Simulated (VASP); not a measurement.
Write the native input for VASP 6.6.1 that does the following.

```
Task                   : single point
Functional             : LDA
Potentials or basis    : VASP PAW LDA potentials, release 64 (Si, C)
Cutoff                 : 600 eV
k mesh                 : 8 × 6 × 10
Occupations            : gaussian, width 0.02 eV
Spin                   : no spin polarisation
Dipole correction      : no
Further INCAR settings : ALGO = Normal; EDIFF = 1e-06; NBANDS = 16
```

The structure of SiC lies in POSCAR:

```
SiC
1.0
    3.1503048237      0.0000000000      0.0000000000
    0.0000000000      4.4552037582      0.0000000000
    0.0000000000      0.0000000000      3.0375573564
Si C
2 2
Direct
    0.0000000000      0.0014030253      0.0000000000
    0.5000000000      0.5014030253      0.5000000000
    0.5000000000      0.2485969747      0.0000000000
    1.0000000000      0.7485969747      0.5000000000
```

The input as run:

INCAR

```
ALGO     = Normal         # electronic algorithm
EDIFF    = 1E-6           # SCF threshold, eV
ENCUT    = 600            # plane-wave cutoff, eV
GGA      = CA             # functional
GGA_COMPAT= False        
ISIF     = 2              # what is computed and relaxed
ISMEAR   = 0              # smearing method
LASPH    = True           # aspherical terms in the spheres
LCHARG   = True           # write CHGCAR
LELF     = True           # ELF
LREAL    = False          # projectors in reciprocal space
LVHAR    = True         
LWAVE    = False          # write WAVECAR
NBANDS   = 16             # bands
NELM     = 120            # most SCF steps
PREC     = Accurate       # precision mode
SIGMA    = 0.02           # smearing width, eV
```

KPOINTS

```
k-points
0
Gamma
  8 6 10
```

Potentials or basis: VASP PAW LDA potentials, release 64 (Si, C).

Run with:

```console
$ cat potpaw_LDA.64/Si/POTCAR potpaw_LDA.64/C/POTCAR > POTCAR
$ mpirun -np 1 vasp_std > vasp.out
```

It gave:

| Item | Value |
| --- | --- |
| Pressure | -10.0 GPa |
| Largest force | 0.003 eV/Å |
| Band gap on the k mesh | 1.06 eV |

Caveat: the cell stands under tension.

Wall time 34 s on 1 thread of Intel(R) Xeon(R) Platinum 8488C (Sapphire Rapids) (shared host), peak memory 0.2 GiB.
